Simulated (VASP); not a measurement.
# InPd (Pm-3m) in VASP: a series of runs

InPd is run at these levels: HSE06, PBE0, MS2; tasks: single point, relaxation of cell and atoms.

Everything below comes from runs of VASP 6.6.1. Logs are shortened: lines on timing, memory, paths and dates and some standing lists are left out, and cuts for length are marked.

### 1 The cell of the first run

It takes space group Pm-3m (No. 221, cubic). The conventional cell has a = 3.294 Å, b = 3.294 Å, c = 3.294 Å, α = 90.00°, β = 90.00°, γ = 90.00°. Within 3.8 Å of In (site symmetry m-3m) lie 8 Pd at 2.85 Å and 6 In at 3.29 Å. Within 3.8 Å of Pd (site symmetry m-3m) lie 8 In at 2.85 Å and 6 Pd at 3.29 Å.

### 2 Single point, HSE06

The input, POSCAR:

```
InPd
1.0
    3.2935535226      0.0000000000      0.0000000000
    0.0000000000      3.2935535226      0.0000000000
    0.0000000000      0.0000000000      3.2935535226
In Pd
1 1
Direct
    0.0000000000      0.0000000000      0.0000000000
    0.5000000000      0.5000000000      0.5000000000
```

The input, INCAR.step1:

```
SYSTEM = InPd
PREC = Accurate
ENCUT = 520
EDIFF = 1E-5
ISMEAR = -1
SIGMA = 0.05
LREAL = .FALSE.
LASPH = .TRUE.
NELM = 100
ALGO = Normal
ISIF = 2
LWAVE = .TRUE.
LCHARG = .FALSE.
NBANDS = 18
GGA = PE
```

The input, INCAR.step2:

```
SYSTEM = InPd
PREC = Accurate
ENCUT = 520
EDIFF = 1E-6
ISMEAR = -1
SIGMA = 0.05
LREAL = .FALSE.
LASPH = .TRUE.
NELM = 100
ALGO = Normal
ISIF = 2
LWAVE = .FALSE.
LCHARG = .FALSE.
GGA = PE
LHFCALC = .TRUE.
HFSCREEN = 0.2079
PRECFOCK = Normal
NBANDS = 18
ISTART = 1
```

The input, KPOINTS:

```
Automatic mesh
0
G
  6 6 6
  0 0 0
```

Potentials or basis: VASP PAW PBE potentials, release 64 (In_d, Pd).

Started as:

```bash
cat potpaw_PBE.64/In_d/POTCAR potpaw_PBE.64/Pd/POTCAR > POTCAR
cp INCAR.step1 INCAR
mpirun -np 1 vasp_std > vasp.out
cp INCAR.step2 INCAR
mpirun -np 1 vasp_std > vasp.out
```

OUTCAR:

```text
SYSTEM = InPd
   PREC = Accurate
   ENCUT = 520
   EDIFF = 1E-6
   ISMEAR = -1
   LREAL = .FALSE.
   LASPH = .TRUE.
   NELM = 100
   ISIF = 2
   GGA = PE
   LHFCALC = .TRUE.
   HFSCREEN = 0.2079
   PRECFOCK = Normal
   ISTART = 1

 ion  position               nearest neighbor table
   1  0.000  0.000  0.000-   2 2.85   2 2.85   2 2.85   2 2.85   2 2.85   2 2.85   2 2.85   2 2.85

   2  0.500  0.500  0.500-   1 2.85   1 2.85   1 2.85   1 2.85   1 2.85   1 2.85   1 2.85   1 2.85

  LATTYP: Found a simple cubic cell.
 ALAT       =     3.2935535226

  Lattice vectors:

 A1 = (   3.2935535226,   0.0000000000,   0.0000000000)
 A2 = (   0.0000000000,   3.2935535226,   0.0000000000)
 A3 = (   0.0000000000,   0.0000000000,   3.2935535226)

Analysis of symmetry for initial positions (statically):
=====================================================================
 Subroutine PRICEL returns:
 Original cell was already a primitive cell.

 Routine SETGRP: Setting up the symmetry group for a
 simple cubic supercell.

 Subroutine GETGRP returns: Found 48 space group operations
 (whereof 48 operations were pure point group operations)
 out of a pool of 48 trial point group operations.

The static configuration has the point symmetry O_h .

Analysis of symmetry for dynamics (positions and initial velocities):
=====================================================================
 Subroutine PRICEL returns:
 Original cell was already a primitive cell.

 Routine SETGRP: Setting up the symmetry group for a
 simple cubic supercell.

 Subroutine GETGRP returns: Found 48 space group operations
 (whereof 48 operations were pure point group operations)
 out of a pool of 48 trial point group operations.

The dynamic configuration has the point symmetry O_h .

 Subroutine INISYM returns: Found 48 space group operations
 (whereof 48 operations are pure point group operations),
 and found     1 'primitive' translations

----------------------------------------------------------------------------------------

                                     Primitive cell

  volume of cell :      35.7268

  direct lattice vectors                    reciprocal lattice vectors
     3.293553523  0.000000000  0.000000000     0.303623425  0.000000000  0.000000000
     0.000000000  3.293553523  0.000000000     0.000000000  0.303623425  0.000000000
     0.000000000  0.000000000  3.293553523     0.000000000  0.000000000  0.303623425

[... 83 lines left out ...]
   NFREE  =      0    steps in history (QN), initial steepest desc. (CG)
   ISIF   =      2    stress and relaxation
   ISYM   =      3    0-nonsym 1-usesym 2-fastsym
   POTIM  = 0.5000    time-step for ionic-motion
   TEBEG  =    0.0;   TEEND  =   0.0 temperature during run
   PSTRESS=    0.0 pullay stress
   NELECT =      23.0000    total number of electrons
   NUPDOWN=      -1.0000    fix difference up-down
   EMIN   =  10.00;   EMAX   =-10.00  energy-range for DOS
   EFERMI =   0.00;   METHOD = LEGACY
   ISMEAR =    -1;   SIGMA  =   0.05  broadening in eV -4-tet -1-fermi 0-gaus
   EFERMI_NEDOS =   21; number of points for ismear=-14 and -15
   IALGO  =     38    algorithm
   IMIX   =      1    mixing-type and parameters
     AMIX     =   0.40;   BMIX     =  1.00
     AMIX_MAG =   1.60;   BMIX_MAG =  1.00
  volume/ion in A,a.u.               =      17.86       120.55
  Fermi-wavevector in a.u.,A,eV,Ry     =   1.413577  2.671273 27.187150  1.998199
  Thomas-Fermi vector in A             =   2.535208
   LORBIT       =      0    0 simple, 1 ext, 2 COOP (PROOUT), +10 PAW based schemes
   GGA     = PE    functional components
   LHFCALC =     T    Hartree Fock is set to
   PRECFOCK=normal    Normal, Fast or Accurate (Low or Medium for compatibility)
   ENCUT4O =  -1.0   cutoff for four orbital integrals eV
   NKREDX  =     1    reduce k-point grid by
   NKREDY  =     1    reduce k-point grid by
   NKREDZ  =     1    reduce k-point grid by
   AEXX    =    0.2500 exact exchange contribution
   HFSCREEN=    0.2079 screening length (either q_TF or 0.3 A-1)
   HFSCREENC=   0.2079 screening length for correlation (either q_TF or 0.3 A-1)
   ENCUTFOCK=  -1.0 apply spherical cutoff to Coloumb kernel
   IVDW    =     0    specifies the selected vdW correction
   LEPSILON=     F    determine dielectric tensor
   LRPA    =     F    only Hartree local field effects (RPA)
 non-spin polarized calculation
  energy-cutoff  :      520.00
  volume of cell :       35.73
 maximum number of plane-waves:       992
  NGX = 20; NGY = 20; NGZ = 20

 number of electron      23.0000003 magnetization

 Free energy of the ion-electron system (eV)
  ---------------------------------------------------
  ext. energy  EPLUGINS =         0.00000000
  ---------------------------------------------------
  free energy    TOTEN  =       -10.28263962 eV

  energy without entropy =      -10.27913566  energy(sigma->0) =      -10.28088764

 E-fermi :  10.0029     XC(G=0):  -9.9053

 val. band max:        9.7957439545   @ k =   0.3333   0.3333   0.0000
 cond. band min:      10.1234214153   @ k =   0.5000   0.3333   0.3333
 fundamental gap:      0.3276774608
 Fermi energy:        10.0029339820

 k-point     1 :       0.0000    0.0000    0.0000
  band No.  band energies     occupation
      1      -6.9616      2.00000
      2      -6.9616      2.00000
      3      -6.5597      2.00000
      4      -6.5597      2.00000
      5      -6.5597      2.00000
      6      -1.0241      2.00000
[... 397 lines left out ...]
      5      -6.3624      2.00000
      6       4.3050      2.00000
[... 10 lines left out ...]
     17      14.8081      0.00000
     18      16.7014      0.00000

------------------------ aborting loop because EDIFF is reached ----------------------------------------

  FORCE on cell =-STRESS in cart. coord.  units (eV):
  Direction    XX          YY          ZZ          XY          YZ          ZX
  --------------------------------------------------------------------------------------
  -------------------------------------------------------------------------------------
  Total       -0.4875792     -0.4875792     -0.4875792      0.0000000      0.0000000     -0.0000000
  in kB      -21.8656105    -21.8656105    -21.8656105      0.0000000      0.0000000     -0.0000000
  external PRESSURE =     -21.8656105 kB  Pullay stress =       0.0000000 kB

 VOLUME and BASIS-vectors are now :
 -----------------------------------------------------------------------------
  energy-cutoff  :      520.00
  volume of cell :       35.73
      direct lattice vectors                 reciprocal lattice vectors
     3.293553523  0.000000000  0.000000000     0.303623425  0.000000000  0.000000000
     0.000000000  3.293553523  0.000000000     0.000000000  0.303623425  0.000000000
     0.000000000  0.000000000  3.293553523     0.000000000  0.000000000  0.303623425

 POSITION                                       TOTAL-FORCE (eV/Angst)
 -----------------------------------------------------------------------------------
      0.00000      0.00000      0.00000         0.000000      0.000000      0.000000
      1.64678      1.64678      1.64678         0.000000      0.000000      0.000000
 -----------------------------------------------------------------------------------
    total drift:                                0.000048      0.000046      0.000040

  FREE ENERGIE OF THE ION-ELECTRON SYSTEM (eV)
  ---------------------------------------------------
  free  energy   TOTEN  =       -10.2826396199 eV

  energy  without entropy=      -10.2791356602  energy(sigma->0) =      -10.28088764
```

OSZICAR.step1:

```text
N       E                     dE             d eps       ncg     rms          rms(c)
DAV:   1     0.168707942482E+03    0.16871E+03   -0.11423E+04   736   0.169E+03
DAV:   2     0.762745220988E+00   -0.16795E+03   -0.16089E+03   732   0.362E+02
DAV:   3    -0.868941121733E+01   -0.94522E+01   -0.93515E+01   786   0.920E+01
DAV:   4    -0.891292260644E+01   -0.22351E+00   -0.22332E+00   854   0.127E+01
DAV:   5    -0.892430678755E+01   -0.11384E-01   -0.11383E-01   976   0.287E+00    0.614E+00
DAV:   6    -0.876053076234E+01    0.16378E+00   -0.38649E-01   806   0.814E+00    0.292E+00
DAV:   7    -0.872869197038E+01    0.31839E-01   -0.57586E-02   938   0.422E+00    0.141E+00
DAV:   8    -0.872144496306E+01    0.72470E-02   -0.21563E-02   808   0.133E+00    0.367E-01
DAV:   9    -0.872077453057E+01    0.67043E-03   -0.17427E-03   920   0.655E-01    0.678E-02
DAV:  10    -0.872077908395E+01   -0.45534E-05   -0.41772E-05   942   0.914E-02
   1 F= -.87207791E+01 E0= -.87176200E+01  d E =-.631813E-02
```

Run time: 48 min. Hardware: 1 thread of Intel Xeon Platinum 8488C (Sapphire Rapids), shared host; peak memory 0.28 GiB.

What came out:

```yaml
Free_energy: -10.2826 eV
Pressure: -2.2 GPa
Band_gap_on_the_k_mesh: zero (an odd number of electrons rules out a gap without spin polarisation)
```

Caveat: the PAW data sets were made with another functional, which shifts forces and pressure a little; spin-orbit coupling is left out, which moves the levels of the heavy elements.

### 3 Single point, PBE0

This run uses another cell than the first one, of 17.51 Å³/atom.

The input, POSCAR:

```
InPd
1.0
    3.2718847800      0.0000000000      0.0000000000
    0.0000000000      3.2718847800      0.0000000000
    0.0000000000      0.0000000000      3.2718847800
In Pd
1 1
Direct
    0.0000000000      0.0000000000      0.0000000000
    0.5000000000      0.5000000000      0.5000000000
```

The input, INCAR.step1:

```
SYSTEM = InPd
  ALGO = Normal
  EDIFF = 1E-5
  ENCUT = 520
  GGA = PE
  ISIF = 2
  ISMEAR = -1
  LASPH = .TRUE.
  LCHARG = .FALSE.
  LREAL = .FALSE.
  LWAVE = .TRUE.
  NBANDS = 18
  NELM = 80
  PREC = Accurate
  SIGMA = 0.05
```

The input, INCAR.step2:

```
SYSTEM = InPd
  AEXX = 0.25
  ALGO = Normal
  EDIFF = 1E-6
  ENCUT = 520
  GGA = PE
  ISIF = 2
  ISMEAR = -1
  ISTART = 1
  LASPH = .TRUE.
  LCHARG = .FALSE.
  LHFCALC = .TRUE.
  LREAL = .FALSE.
  LWAVE = .FALSE.
  NBANDS = 18
  NELM = 80
  PREC = Accurate
  PRECFOCK = Normal
  SIGMA = 0.05
```

The input, KPOINTS:

```
k-points
0
G
  6 6 6
  0 0 0
```

Potentials or basis: VASP PAW PBE potentials, release 64 (In_d, Pd).

Started as:

```bash
cat potpaw_PBE.64/In_d/POTCAR potpaw_PBE.64/Pd/POTCAR > POTCAR
cp INCAR.step1 INCAR
mpirun -np 1 vasp_std > vasp.out
cp INCAR.step2 INCAR
mpirun -np 1 vasp_std > vasp.out
```

Run time: 76 min. Hardware: 1 thread of Intel Xeon Platinum 8259CL at 2.50GHz (Skylake/Cascade Lake), shared host; peak memory 0.17 GiB.

The run converged. Its results:

```
Free energy            : -11.1723 eV
Pressure               : 0.0 GPa
Band gap on the k mesh : zero (an odd number of electrons rules out a gap without spin polarisation)
```

Levels at points of the mesh, in eV from the Fermi level:
```tsv
k point	band 7	band 8	band 9	band 10	band 11	band 12	band 13	band 14	band 15	band 16
(0.00, 0.00, 0.00)	-5.46	-5.46	-3.64	-3.64	-3.64	5.02	5.02	5.02	10.97	11.55
(0.50, 0.00, 0.00)	-7.42	-5.43	-4.72	-4.72	-3.73	-2.24	10.76	10.79	10.79	11.88
(0.50, 0.50, 0.00)	-5.05	-4.11	-4.11	-3.16	-3.16	-3.12	1.93	3.18	10.67	12.48
(0.50, 0.50, 0.50)	-6.43	-6.43	-3.04	-3.04	0.63	4.38	4.38	4.38	5.07	5.07
```

Caveat: the PAW data sets were made with another functional, which shifts forces and pressure a little; spin-orbit coupling is left out, which moves the levels of the heavy elements.

### 4 Relaxation of cell and atoms, MS2 (18.04 Å³/atom)

This run uses another cell than the first one, of 18.04 Å³/atom.

The input, POSCAR:

```
InPd
1.0
    3.3042817857      0.0000000000      0.0000000000
    0.0000000000      3.3042817857      0.0000000000
    0.0000000000      0.0000000000      3.3042817857
In Pd
1 1
Direct
    0.0000000000      0.0000000000      0.0000000000
    0.5000000000      0.5000000000      0.5000000000
```

The input, INCAR.step1:

```
SYSTEM = InPd
METAGGA = MS2
ISMEAR = 1
SIGMA = 0.1
LWAVE = .False.
LCHARG = .False.
NSW = 80
PREC = Accurate
LASPH = .True.
LREAL = .False.
ALGO = Normal
EDIFF = 1E-6
NELM = 120
GGA_COMPAT = .False.
IBRION = 2
ISIF = 3
EDIFFG = -0.005
NELMIN = 4
ENCUT = 380
LMIXTAU = .True.
KPAR = 4
POTIM = 0.5
```

The input, INCAR.step3:

```
SYSTEM = InPd
METAGGA = MS2
ISMEAR = 1
SIGMA = 0.1
LWAVE = .False.
LCHARG = .False.
PREC = Accurate
LASPH = .True.
LREAL = .False.
ALGO = Normal
EDIFF = 1E-6
NELM = 120
GGA_COMPAT = .False.
ISIF = 2
ENCUT = 380
LMIXTAU = .True.
KPAR = 4
```

The input, KPOINTS:

```
Automatic mesh
0
Gamma
  9 9 9
  0 0 0
```

Started as:

```bash
cat potpaw_PBE.64/In_d/POTCAR potpaw_PBE.64/Pd/POTCAR > POTCAR
cp INCAR.step1 INCAR
cp POSCAR.step1 POSCAR
mpirun -np 4 vasp_std > vasp.out
cp CONTCAR POSCAR
mpirun -np 4 vasp_std > vasp.out
cp CONTCAR POSCAR
cp INCAR.step3 INCAR
mpirun -np 4 vasp_std > vasp.out
```

Wall time 53 s (4 MPI ranks of AMD EPYC 9R45 (Zen 5), shared host); peak memory 0.12 GiB.

The run converged. Its results:

```yaml
Free_energy: -3.5438 eV
Relaxed_volume: 17.13 Å³/atom
Relaxed_cell: a = 3.248 Å, b = 3.248 Å, c = 3.248 Å, α = 90.00°, β = 90.00°, γ = 90.00°
Space_group_after_relaxing_to_0.1_Å: Pm-3m (No. 221)
Energy_gained_by_relaxing: 17.3 meV/atom
Ionic_steps: 4
Pressure_after_relaxing: 0.0 GPa
Band_gap_on_the_k_mesh: zero (an odd number of electrons rules out a gap without spin polarisation)
```

The path:
```
step  energy change (eV)  largest force (eV/Å)  pressure (GPa)  volume (Å³)
   1              0.0000                0.0000           -6.64        36.08
   2              0.0159                0.0000            9.90        32.31
   3             -0.0403                0.0000            0.00        34.26
   4             -0.0346                0.0000            0.01        34.26
```

Final structure:
```
In Pd
1.0
     3.24793    0.00000    0.00000
     0.00000    3.24793    0.00000
     0.00000    0.00000    3.24793
In Pd
1 1
Direct
  0.00000 0.00000 0.00000
  0.50000 0.50000 0.50000
```

Levels at points of the mesh, in eV from the Fermi level:
```
           k point  band 8  band 9  band 10  band 11  band 12  band 13  band 14  band 15
(0.00, 0.00, 0.00)   -4.06   -2.32    -2.32    -2.32     4.25     4.25     4.25    10.16
```

Caveat: the PAW data sets were made with another functional, which shifts forces and pressure a little; spin-orbit coupling is left out, which moves the levels of the heavy elements.

### 5 Relaxation of cell and atoms, MS2 (18.04 Å³/atom)

This run uses another cell than the first one, of 18.04 Å³/atom.

POSCAR is that of step 4.

The input, INCAR.step1:

```
SYSTEM = InPd
METAGGA = MS2
ISMEAR = 1
SIGMA = 0.05
LWAVE = .False.
LCHARG = .False.
NSW = 80
PREC = Accurate
LASPH = .True.
LREAL = .False.
ALGO = Normal
EDIFF = 1E-7
NELM = 120
GGA_COMPAT = .False.
IBRION = 2
ISIF = 3
EDIFFG = -0.002
NELMIN = 4
ENCUT = 650
LMIXTAU = .True.
KPAR = 4
POTIM = 0.5
```

The input, INCAR.step4:

```
SYSTEM = InPd
METAGGA = MS2
ISMEAR = 1
SIGMA = 0.05
LWAVE = .False.
LCHARG = .False.
PREC = Accurate
LASPH = .True.
LREAL = .False.
ALGO = Normal
EDIFF = 1E-7
NELM = 120
GGA_COMPAT = .False.
ISIF = 2
ENCUT = 650
LMIXTAU = .True.
KPAR = 4
```

The input, KPOINTS:

```
Automatic mesh
0
Gamma
  11 11 11
  0 0 0
```

Started as:

```bash
cat potpaw_PBE.64/In_d/POTCAR potpaw_PBE.64/Pd/POTCAR > POTCAR
cp INCAR.step1 INCAR
cp POSCAR.step1 POSCAR
mpirun -np 4 vasp_std > vasp.out
cp CONTCAR POSCAR
mpirun -np 4 vasp_std > vasp.out
cp CONTCAR POSCAR
mpirun -np 4 vasp_std > vasp.out
cp CONTCAR POSCAR
cp INCAR.step4 INCAR
mpirun -np 4 vasp_std > vasp.out
```

Wall time 4.3 min (4 MPI ranks of AMD EPYC 9R45 (Zen 5), shared host); peak memory 0.19 GiB.

It converged, with:

| Item | Value |
| --- | --- |
| Free energy | -3.5672 eV |
| Relaxed volume | 17.14 Å³/atom |
| Relaxed cell | a = 3.248 Å, b = 3.248 Å, c = 3.248 Å, α = 90.00°, β = 90.00°, γ = 90.00° |
| Space group after relaxing (to 0.1 Å) | Pm-3m (No. 221) |
| Energy gained by relaxing | 18.6 meV/atom |
| Ionic steps | 12 |
| Pressure after relaxing | 0.0 GPa |
| Band gap on the k mesh | zero (an odd number of electrons rules out a gap without spin polarisation) |

The path:
| step | energy change (eV) | largest force (eV/Å) | pressure (GPa) | volume (Å³) |
| --- | --- | --- | --- | --- |
| 1 | 0.0000 | 0.0000 | -6.35 | 36.08 |
| 2 | 0.0092 | 0.0000 | 8.97 | 32.47 |
| 3 | -0.0378 | 0.0000 | -0.02 | 34.28 |
| 4 | -0.0378 | 0.0000 | 0.11 | 34.25 |
| 5 | -0.0378 | 0.0000 | -0.08 | 34.30 |
| 6 | -0.0378 | 0.0000 | 0.05 | 34.26 |
| 7 | -0.0378 | 0.0000 | 0.00 | 34.28 |
| 8 | -0.0372 | 0.0000 | -0.03 | 34.28 |
| 9 | -0.0372 | 0.0000 | 0.04 | 34.26 |
| 10 | -0.0372 | 0.0000 | 0.02 | 34.26 |
| 11 | -0.0372 | 0.0000 | 0.00 | 34.27 |
| 12 | -0.0372 | 0.0000 | 0.00 | 34.27 |

Final structure:
```yaml
crystal:
  lattice:
    - [3.24818, 0.00000, 0.00000]
    - [0.00000, 3.24818, 0.00000]
    - [0.00000, 0.00000, 3.24818]
  atoms:
    - { symbol: In, position: [0.00000, 0.00000, 0.00000] }
    - { symbol: Pd, position: [0.50000, 0.50000, 0.50000] }
```

Levels at points of the mesh, in eV from the Fermi level:
| k point | band 8 | band 9 | band 10 | band 11 | band 12 | band 13 | band 14 | band 15 |
| --- | --- | --- | --- | --- | --- | --- | --- | --- |
| (0.00, 0.00, 0.00) | -4.02 | -2.28 | -2.28 | -2.28 | 4.29 | 4.29 | 4.29 | 10.20 |

Caveat: the PAW data sets were made with another functional, which shifts forces and pressure a little; spin-orbit coupling is left out, which moves the levels of the heavy elements.

### 6 Overview

| task | level | cell | k mesh | cutoff (eV) | smearing | dipole correction | grid for exact exchange (PRECFOCK) | share of exact exchange | screening parameter | tolerance level | gap on the mesh (eV) | pressure (GPa) | relaxed volume (Å³/atom) |
| --- | --- | --- | --- | --- | --- | --- | --- | --- | --- | --- | --- | --- | --- |
| single point | HSE06 | a = 3.294 Å, 2 atoms | 6 × 6 × 6 | 520 | fermi-dirac 0.05 eV | no | Normal | 0.25 | 0.2079 1/Å | - | none | -2.2 | - |
| single point | PBE0 | a = 3.272 Å, 2 atoms | 6 × 6 × 6 | 520 | fermi-dirac 0.05 eV | no | Normal | 0.25 | - | - | none | 0.0 | - |
| relaxation of cell and atoms | MS2 | relaxed from a = 3.304 Å, 2 atoms | 9 × 9 × 9 | 380 | methfessel-paxton 0.1 eV | - | - | - | - | standard | none | 0.0 | 17.13 |
| relaxation of cell and atoms | MS2 | relaxed from a = 3.304 Å, 2 atoms | 11 × 11 × 11 | 650 | methfessel-paxton 0.05 eV | - | - | - | - | standard | none | 0.0 | 17.14 |

Alike in all rows: potentials or basis VASP PAW PBE potentials, release 64 (In_d, Pd); no spin polarisation.

Caveats: the PAW data sets were made with another functional, which shifts forces and pressure a little; spin-orbit coupling is left out, which moves the levels of the heavy elements.

Total energies depend on the potentials used, so only differences within one code and one set of settings carry meaning.
